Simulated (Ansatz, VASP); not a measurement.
Al in VASP and in Ansatz

```
Al
1.0
     2.81246    0.00000    0.12304
    -1.40623    2.43566   -0.06152
     0.21292    0.00000    4.86685
Al
2
Direct
  0.66667 0.33333 0.75000
  0.33333 0.66667 0.25000
```

Change from the starting cell: strain +0.0875 x Voigt [0, 0, 0, 0, 1, 0], atoms carried along.

Alike in both runs: task single point; functional PBEsol; dispersion D3(BJ); k mesh 18 × 18 × 10; occupations gaussian, width 0.15 eV; no spin polarisation.

|  | VASP | Ansatz |
| --- | --- | --- |
| version | VASP 6.6.1 | Ansatz 0.2.0 |
| potentials or method | VASP PAW PBE potentials, release 64 (Al), cutoff 520 eV | scalar-relativistic, plane waves, PAW |
| valence electrons in the cell | 6 | 6 |

```tsv
	VASP	Ansatz	Ansatz less VASP
gap on the k mesh at the Fermi level (eV)	none	none	-
pressure (GPa)	-4.1	-4.1	-0.06
traceless stress, the component that is largest in VASP (GPa)	-1.19	-1.18	+0.013
rms of the force components (eV/Å)	0.030	0.029	-0.0003
```

VASP's potentials were made for PBE, not for PBEsol. Atom by atom the forces differ by 0.000 eV/Å (rms over components). A gap of «none» marks a metal or a gap that the smearing closes.
